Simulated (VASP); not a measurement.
# MoS2 (R-3m) in VASP: further runs

The runs below take MoS2 through single point, with r2SCAN, PBEsol+D3(BJ).

All numbers are computed with VASP 6.6.1; they aren't measurements. Logs are shortened: lines on timing, memory, paths and dates and some standing lists are left out, and cuts for length are marked.

## Step 1: The cell of the first run

It takes space group R-3m (No. 166, trigonal). Conventional cell: a = 3.171 Å, b = 3.171 Å, c = 18.345 Å, α = 90.00°, β = 90.00°, γ = 120.00°. Within 3.2 Å of Mo (site symmetry -3m) lie 6 S at 2.39 Å and 6 Mo at 3.17 Å. S (site symmetry 3m) has 3 Mo at 2.39 Å and 6 S at 3.17 Å within 3.2 Å.

## Step 2: Single point, r2SCAN

POSCAR reads:

```
MoS2
1.0
    1.5855000000      0.9153888518      6.1149966667
   -1.5855000000      0.9153888518      6.1149966667
    0.0000000000     -1.8307777036      6.1149966667
Mo S
1 2
Direct
    0.0000000000      0.0000000000      0.0000000000
    0.2500000000      0.2500000000      0.2500000000
    0.7500000000      0.7500000000      0.7500000000
```

INCAR.step1 reads:

```
SYSTEM = MoS2
PREC = Accurate
ENCUT = 520
ISMEAR = -1
SIGMA = 0.05
LREAL = .FALSE.
LASPH = .TRUE.
NELM = 100
NBANDS = 20
GGA = PE
ALGO = Normal
EDIFF = 1E-4
LWAVE = .TRUE.
LCHARG = .FALSE.
```

INCAR.step2 reads:

```
SYSTEM = MoS2
PREC = Accurate
ENCUT = 520
EDIFF = 1E-6
ISMEAR = -1
SIGMA = 0.05
LREAL = .FALSE.
LASPH = .TRUE.
NELM = 100
ALGO = Normal
ISIF = 2
LWAVE = .FALSE.
LCHARG = .FALSE.
METAGGA = R2SCAN
LMIXTAU = .TRUE.
NBANDS = 20
ISTART = 1
```

KPOINTS reads:

```
Automatic mesh
0
G
  10 10 10
  0 0 0
```

Potentials or basis: VASP PAW PBE potentials, release 64 (Mo_sv, S).

Started as:

```sh
> cat potpaw_PBE.64/Mo_sv/POTCAR potpaw_PBE.64/S/POTCAR > POTCAR
> cp INCAR.step1 INCAR
> mpirun -np 1 vasp_std > vasp.out
> cp INCAR.step2 INCAR
> mpirun -np 1 vasp_std > vasp.out
```

OUTCAR:

```text
SYSTEM = MoS2
   PREC = Accurate
   ENCUT = 520
   EDIFF = 1E-6
   ISMEAR = -1
   LREAL = .FALSE.
   LASPH = .TRUE.
   NELM = 100
   ISIF = 2
   METAGGA = R2SCAN
   ISTART = 1

 ion  position               nearest neighbor table
   1  0.000  0.000  0.000-   3 2.39   2 2.39   3 2.39   3 2.39   2 2.39   2 2.39
   2  0.250  0.250  0.250-   1 2.39   1 2.39   1 2.39
   3  0.750  0.750  0.750-   1 2.39   1 2.39   1 2.39

  LATTYP: Found a trigonal (rhomboedric) cell.
 ALAT       =     6.3831756386
 COS(alpha) =     0.8766074614

  Lattice vectors:

 A1 = (   1.5855000000,   0.9153888518,   6.1149966667)
 A2 = (  -1.5855000000,   0.9153888518,   6.1149966667)
 A3 = (   0.0000000000,  -1.8307777036,   6.1149966667)

Analysis of symmetry for initial positions (statically):
=====================================================================
 Subroutine PRICEL returns:
 Original cell was already a primitive cell.

 Routine SETGRP: Setting up the symmetry group for a
 trigonal (rhombohedral) supercell.

 Subroutine GETGRP returns: Found 12 space group operations
 (whereof 12 operations were pure point group operations)
 out of a pool of 12 trial point group operations.

The static configuration has the point symmetry D_3d.

Analysis of symmetry for dynamics (positions and initial velocities):
=====================================================================
 Subroutine PRICEL returns:
 Original cell was already a primitive cell.

 Routine SETGRP: Setting up the symmetry group for a
 trigonal (rhombohedral) supercell.

 Subroutine GETGRP returns: Found 12 space group operations
 (whereof 12 operations were pure point group operations)
 out of a pool of 12 trial point group operations.

The dynamic configuration has the point symmetry D_3d.

 Subroutine INISYM returns: Found 12 space group operations
 (whereof 12 operations are pure point group operations),
 and found     1 'primitive' translations

----------------------------------------------------------------------------------------

                                     Primitive cell

  volume of cell :      53.2500

  direct lattice vectors                    reciprocal lattice vectors
     1.585500000  0.915388852  6.114996667     0.315357931  0.182071986  0.054510796
    -1.585500000  0.915388852  6.114996667    -0.315357931  0.182071986  0.054510796
     0.000000000 -1.830777704  6.114996667     0.000000000 -0.364143973  0.054510796

  length of vectors
     6.383175639  6.383175639  6.383175639     0.368201385  0.368201385  0.368201385

  position of ions in fractional coordinates (direct lattice)
     0.000000000  0.000000000  0.000000000
     0.250000000  0.250000000  0.250000000
     0.750000000  0.750000000  0.750000000

  ion indices of the primitive-cell ions
   primitive index   ion index
                 1           1
                 2           2
                 3           3

----------------------------------------------------------------------------------------

 KPOINTS: Automatic mesh

Automatic generation of k-mesh.
 Grid dimensions read from file:
 generate k-points for:   10   10   10

 Generating k-lattice:

  Cartesian coordinates                     Fractional coordinates (reciprocal lattice)
     0.031535793  0.018207199  0.005451080     0.100000000  0.000000000  0.000000000
    -0.031535793  0.018207199  0.005451080     0.000000000  0.100000000  0.000000000
     0.000000000 -0.036414397  0.005451080     0.000000000  0.000000000  0.100000000

  Length of vectors
     0.036820138  0.036820138  0.036820138

  Shift w.r.t. Gamma in fractional coordinates (k-lattice)
     0.000000000  0.000000000  0.000000000

 Subroutine IBZKPT returns following result:
 ===========================================

 Found    116 irreducible k-points:

 Following reciprocal coordinates:
            Coordinates               Weight
  0.000000  0.000000  0.000000      1.000000
  0.100000  0.000000 -0.000000      6.000000
  0.200000  0.000000 -0.000000      6.000000
  0.300000  0.000000  0.000000      6.000000
  0.400000  0.000000  0.000000      6.000000
  0.500000 -0.000000  0.000000      3.000000
[... 16 lines left out ...]
  0.300000  0.300000  0.000000      6.000000
  0.400000  0.300000  0.000000     12.000000
 [... further k-points ...]
   k-points           NKPTS =    116   k-points in BZ     NKDIM =    116   number of bands    NBANDS=     20
   number of dos      NEDOS =    301   number of ions     NIONS =      3
   total plane-waves  NPLWV = 110592
   dimension x,y,z NGX =    48 NGY =   48 NGZ =   48
   dimension x,y,z NGXF=    96 NGYF=   96 NGZF=   96
   ions per type =               1   2
   NGX,Y,Z   is equivalent  to a cutoff of  12.50, 12.50, 12.50 a.u.
   NGXF,Y,Z  is equivalent  to a cutoff of  25.00, 25.00, 25.00 a.u.
 SYSTEM =  MoS2
   PREC   = accura    normal or accurate (medium, high low for compatibility)
   ISTART =      1    job   : 0-new  1-cont  2-samecut
   ICHARG =      0    charge: 1-file 2-atom 10-const
   ISPIN  =      1    spin polarized calculation?
   LNONCOLLINEAR =      F non collinear calculations
   LSORBIT =      F    spin-orbit coupling
   LASPH  =      T    aspherical Exc in radial PAW
   ENCUT  =  520.0 eV  38.22 Ry    6.18 a.u.  11.87 11.87 11.87*2*pi/ulx,y,z
   NELM   =    100;   NELMIN=  2; NELMDL=  0     # of ELM steps
   EDIFF  = 0.1E-05   stopping-criterion for ELM
   LREAL  =      F    real-space projection
   EDIFFG = 0.1E-04   stopping-criterion for IOM
   NSW    =      0    number of steps for IOM
   IBRION =     -1    ionic relax: 0-MD 1-quasi-New 2-CG
   NFREE  =      0    steps in history (QN), initial steepest desc. (CG)
   ISIF   =      2    stress and relaxation
   ISYM   =      2    0-nonsym 1-usesym 2-fastsym
   POTIM  = 0.5000    time-step for ionic-motion
   TEBEG  =    0.0;   TEEND  =   0.0 temperature during run
   PSTRESS=    0.0 pullay stress
   NELECT =      26.0000    total number of electrons
   NUPDOWN=      -1.0000    fix difference up-down
   EMIN   =  10.00;   EMAX   =-10.00  energy-range for DOS
   EFERMI =   0.00;   METHOD = LEGACY
   ISMEAR =    -1;   SIGMA  =   0.05  broadening in eV -4-tet -1-fermi 0-gaus
   EFERMI_NEDOS =   21; number of points for ismear=-14 and -15
   IALGO  =     38    algorithm
   IMIX   =      4    mixing-type and parameters
     AMIX     =   0.40;   BMIX     =  1.00
     AMIX_MAG =   1.60;   BMIX_MAG =  1.00
  volume/ion in A,a.u.               =      17.75       119.78
  Fermi-wavevector in a.u.,A,eV,Ry     =   1.289118  2.436081 22.610522  1.661826
  Thomas-Fermi vector in A             =   2.421031
   LORBIT       =      0    0 simple, 1 ext, 2 COOP (PROOUT), +10 PAW based schemes
   METAGGA = R2SCAN    functional components
   LHFCALC =     F    Hartree Fock is set to
   AEXX    =    0.0000 exact exchange contribution
   IVDW    =     0    specifies the selected vdW correction
   LEPSILON=     F    determine dielectric tensor
   LRPA    =     F    only Hartree local field effects (RPA)
 non-spin polarized calculation
  energy-cutoff  :      520.00
  volume of cell :       53.25
 maximum number of plane-waves:      1452
   NGX = 23   NGY = 23   NGZ = 23

 number of electron      25.9999998 magnetization

 Free energy of the ion-electron system (eV)
  ---------------------------------------------------
  ext. energy  EPLUGINS =         0.00000000
  ---------------------------------------------------
  free energy    TOTEN  =       -44.12012767 eV

  energy without entropy =      -44.11430376  energy(sigma->0) =      -44.11721572

 E-fermi :   7.7437     XC(G=0): -11.5056

 val. band max:        7.7121782178   @ k =   0.1000   0.1000  -0.0000
 cond. band min:       7.7597503167   @ k =   0.2000   0.1000   0.1000
 fundamental gap:      0.0475720988
 Fermi energy:         7.7437143923

 k-point     1 :       0.0000    0.0000    0.0000
  band No.  band energies     occupation
      1     -56.0799      2.00000
      2     -29.4336      2.00000
      3     -29.3389      2.00000
      4     -29.3389      2.00000
      5      -8.2276      2.00000
      6      -6.5210      2.00000
[... 12 lines left out ...]
     19      15.1943      0.00000
     20      17.7560      0.00000

 k-point     2 :       0.1000    0.0000   -0.0000
  band No.  band energies     occupation
      1     -56.0757      2.00000
      2     -29.4251      2.00000
      3     -29.3802      2.00000
      4     -29.3483      2.00000
      5      -8.0564      2.00000
      6      -6.4960      2.00000
[... 12 lines left out ...]
     19      15.7054      0.00000
     20      17.3069      0.00000

 k-point     3 :       0.2000    0.0000   -0.0000
  band No.  band energies     occupation
      1     -56.0647      2.00000
      2     -29.4875      2.00000
      3     -29.4025      2.00000
      4     -29.3727      2.00000
      5      -7.5837      2.00000
      6      -6.4186      2.00000
[... 12 lines left out ...]
     19      16.3505      0.00000
     20      17.4760      0.00000

 k-point     4 :       0.3000    0.0000    0.0000
  band No.  band energies     occupation
      1     -56.0510      2.00000
      2     -29.6174      2.00000
      3     -29.4028      2.00000
      4     -29.3746      2.00000
      5      -6.9759      2.00000
      6      -6.2431      2.00000
[... 12 lines left out ...]
     19      15.9055      0.00000
     20      17.4446      0.00000

 k-point     5 :       0.4000    0.0000    0.0000
  band No.  band energies     occupation
      1     -56.0399      2.00000
      2     -29.7207      2.00000
      3     -29.4269      2.00000
      4     -29.3519      2.00000
      5      -6.6207      2.00000
      6      -5.8197      2.00000
[... 12 lines left out ...]
     19      15.5396      0.00000
     20      15.8302      0.00000
[... 353 lines left out ...]
      6      -5.9313      2.00000
[... 12 lines left out ...]
     19      15.9927      0.00000
     20      16.9367      0.00000

 k-point    22 :      -0.2000    0.2000    0.0000
  band No.  band energies     occupation
      1     -56.0446      2.00000
      2     -29.6383      2.00000
      3     -29.4567      2.00000
      4     -29.3614      2.00000
      5      -6.5866      2.00000
      6      -6.2394      2.00000
[... 12 lines left out ...]
     19      16.5689      0.00000
     20      16.8722      0.00000

 k-point    23 :       0.3000    0.3000    0.0000
  band No.  band energies     occupation
      1     -56.0510      2.00000
      2     -29.6174      2.00000
      3     -29.4028      2.00000
      4     -29.3746      2.00000
      5      -6.8524      2.00000
      6      -6.3953      2.00000
[... 12 lines left out ...]
     19      15.3349      0.00000
     20      16.3207      0.00000

 k-point    24 :       0.4000    0.3000    0.0000
  band No.  band energies     occupation
      1     -56.0433      2.00000
      2     -29.6713      2.00000
      3     -29.4379      2.00000
      4     -29.3588      2.00000
      5      -6.4822      2.00000
      6      -6.2549      2.00000
[... 12 lines left out ...]
     19      15.3740      0.00000
     20      16.4915      0.00000

 [... further k-points ...]

------------------------ aborting loop because EDIFF is reached ----------------------------------------

  FORCE on cell =-STRESS in cart. coord.  units (eV):
  Direction    XX          YY          ZZ          XY          YZ          ZX
  --------------------------------------------------------------------------------------
  -------------------------------------------------------------------------------------
  Total        2.1265042      2.1265042      2.7557597      0.0000000     -0.0000000      0.0000000
  in kB       63.9819528     63.9819528     82.9149016      0.0000000     -0.0000000      0.0000000
  external PRESSURE =      70.2929357 kB  Pullay stress =       0.0000000 kB

 VOLUME and BASIS-vectors are now :
 -----------------------------------------------------------------------------
  energy-cutoff  :      520.00
  volume of cell :       53.25
      direct lattice vectors                 reciprocal lattice vectors
     1.585500000  0.915388852  6.114996667     0.315357931  0.182071986  0.054510796
    -1.585500000  0.915388852  6.114996667    -0.315357931  0.182071986  0.054510796
     0.000000000 -1.830777704  6.114996667     0.000000000 -0.364143973  0.054510796

 POSITION                                       TOTAL-FORCE (eV/Angst)
 -----------------------------------------------------------------------------------
      0.00000      0.00000      0.00000         0.000000      0.000000      0.000000
      0.00000      0.00000      4.58625         0.000000      0.000000     -0.802831
      0.00000      0.00000     13.75874         0.000000      0.000000      0.802831
 -----------------------------------------------------------------------------------
    total drift:                               -0.000000     -0.000000      0.000000

  FREE ENERGIE OF THE ION-ELECTRON SYSTEM (eV)
  ---------------------------------------------------
  free  energy   TOTEN  =       -44.1201276703 eV

  energy  without entropy=      -44.1143037601  energy(sigma->0) =      -44.11721572
```

It took 27 min on 1 thread of Intel Xeon 8259CL, shared host; peak memory 0.43 GiB.

What came out:

- Free energy: -44.1201 eV
- Pressure: 7.0 GPa
- Largest force: 0.803 eV/Å
- Band gap on the k mesh: zero (bands 13 and 14 overlap by 0.79 eV)

Forces in eV/Å, atoms in the order of the input:
```
Mo   0.000  0.000  0.000
S    0.000  0.000 -0.803
S    0.000  0.000  0.803
```

Caveat: the cell stands under pressure; the PAW data sets were made with another functional, which shifts forces and pressure a little.

## Step 3: Single point, r2SCAN

This run uses another cell than the first one, of 18.10 Å³/atom.

POSCAR reads:

```
MoS2
1.0
    1.5960003060      0.9214512063      6.1554945136
   -1.5960003060      0.9214512063      6.1554945136
    0.0000000000     -1.8429024126      6.1554945136
Mo S
1 2
Direct
    0.0000000000      0.0000000000      0.0000000000
    0.2500000000      0.2500000000      0.2500000000
    0.7500000000      0.7500000000      0.7500000000
```

INCAR.step1 reads:

```
ALGO = Normal ; EDIFF = 1E-4
ENCUT = 520 ; GGA = PE
ISMEAR = -1 ; LASPH = True
LCHARG = False ; LREAL = False
LWAVE = True ; NBANDS = 20
NELM = 60 ; PREC = Accurate
SIGMA = 0.05
```

INCAR.step2 reads:

```
ALGO = Normal ; EDIFF = 1E-7
ENCUT = 520 ; ISIF = 2
ISMEAR = -1 ; ISTART = 1
LASPH = True ; LCHARG = False
LMIXTAU = True ; LREAL = False
LWAVE = False ; METAGGA = R2SCAN
NBANDS = 20 ; NELM = 60
PREC = Accurate ; SIGMA = 0.05
```

KPOINTS reads:

```
k-points
0
Gamma
  10 10 10
```

Potentials or basis: VASP PAW PBE potentials, release 64 (Mo_sv, S).

Started as:

```sh
> cat potpaw_PBE.64/Mo_sv/POTCAR potpaw_PBE.64/S/POTCAR > POTCAR
> cp INCAR.step1 INCAR
> mpirun -np 1 vasp_std > vasp.out
> cp INCAR.step2 INCAR
> mpirun -np 1 vasp_std > vasp.out
```

Wall time 34 min (1 thread of Intel Xeon 8259CL, shared host); peak memory 0.43 GiB.

Results (log left out):

- Free energy: -44.1563 eV
- Pressure: 3.8 GPa
- Largest force: 0.451 eV/Å
- Band gap on the k mesh: zero (bands 13 and 14 overlap by 0.80 eV)

Forces in eV/Å, atoms in the order of the input:
```
Mo   0.000  0.000  0.000
S    0.000  0.000 -0.451
S    0.000  0.000  0.451
```

Stress tensor (GPa, compression positive):
```
3.33 0.00 0.00
0.00 3.33 0.00
0.00 0.00 4.76
```

Levels at points of the mesh, in eV from the Fermi level:
```
           k point  band 10  band 11  band 12  band 13  band 14  band 15  band 16  band 17
(0.00, 0.00, 0.00)    -1.96    -1.22    -1.07    -1.07    -0.40    -0.40     3.43     3.43
(0.50, 0.00, 0.00)    -4.55    -3.07    -1.98    -1.79     1.04     1.98     3.46     4.30
(0.50, 0.50, 0.00)    -4.48    -3.09    -2.27    -2.00     1.04     1.79     3.89     5.03
(0.50, 0.50, 0.50)    -4.06    -1.06    -1.06    -0.50    -0.50    -0.09     3.54     3.54
```

Caveat: the cell stands under pressure; the PAW data sets were made with another functional, which shifts forces and pressure a little.

## Step 4: Single point, r2SCAN

This run uses another cell than the first one, of 18.46 Å³/atom.

POSCAR reads:

```
MoS2
1.0
    1.6063642348      0.9274348234      6.1954663772
   -1.6063642348      0.9274348234      6.1954663772
    0.0000000000     -1.8548696467      6.1954663772
Mo S
1 2
Direct
    0.0000000000      0.0000000000      0.0000000000
    0.2500000000      0.2500000000      0.2500000000
    0.7500000000      0.7500000000      0.7500000000
```

INCAR.step1: that of step 3 with these lines changed.

```diff
@@ -5,3 +5,3 @@
 LWAVE = True ; NBANDS = 20
-NELM = 60 ; PREC = Accurate
+NELM = 100 ; PREC = Accurate
 SIGMA = 0.05
```

INCAR.step2 reads:

```
ALGO = Normal ; EDIFF = 1E-6
ENCUT = 520 ; ISIF = 2
ISMEAR = -1 ; ISTART = 1
LASPH = True ; LCHARG = False
LMIXTAU = True ; LREAL = False
LWAVE = False ; METAGGA = R2SCAN
NBANDS = 20 ; NELM = 100
PREC = Accurate ; SIGMA = 0.05
```

KPOINTS is that of step 3.

Started as:

```sh
> cat potpaw_PBE.64/Mo_sv/POTCAR potpaw_PBE.64/S/POTCAR > POTCAR
> cp INCAR.step1 INCAR
> mpirun -np 1 vasp_std > vasp.out
> cp INCAR.step2 INCAR
> mpirun -np 1 vasp_std > vasp.out
```

It took 32 min on 1 thread of Intel Xeon 8259CL, shared host; peak memory 0.43 GiB.

The run converged. Its results:

| Item | Value |
| --- | --- |
| Free energy | -44.1721 eV |
| Pressure | 0.9 GPa |
| Largest force | 0.124 eV/Å |
| Band gap on the k mesh | zero (bands 13 and 14 overlap by 0.81 eV) |

Forces in eV/Å, atoms in the order of the input:
```
Mo   0.000  0.000  0.000
S    0.000  0.000 -0.124
S    0.000  0.000  0.124
```

Stress tensor (GPa, compression positive):
```
0.56 0.00 0.00
0.00 0.56 0.00
0.00 0.00 1.57
```

Levels at points of the mesh, in eV from the Fermi level:
| k point | band 10 | band 11 | band 12 | band 13 | band 14 | band 15 | band 16 | band 17 |
| --- | --- | --- | --- | --- | --- | --- | --- | --- |
| (0.00, 0.00, 0.00) | -1.94 | -1.16 | -1.03 | -1.03 | -0.40 | -0.40 | 3.35 | 3.35 |
| (0.50, 0.00, 0.00) | -4.45 | -3.03 | -1.92 | -1.77 | 1.01 | 1.93 | 3.39 | 4.21 |
| (0.50, 0.50, 0.00) | -4.38 | -3.04 | -2.21 | -1.97 | 1.01 | 1.74 | 3.80 | 4.96 |
| (0.50, 0.50, 0.50) | -3.97 | -1.02 | -1.02 | -0.50 | -0.50 | -0.10 | 3.46 | 3.46 |

Caveat: the PAW data sets were made with another functional, which shifts forces and pressure a little.

(Part 1 of 2 ends here.)

The gap in the log of VASP goes by the Fermi energy; the results here count the filled bands.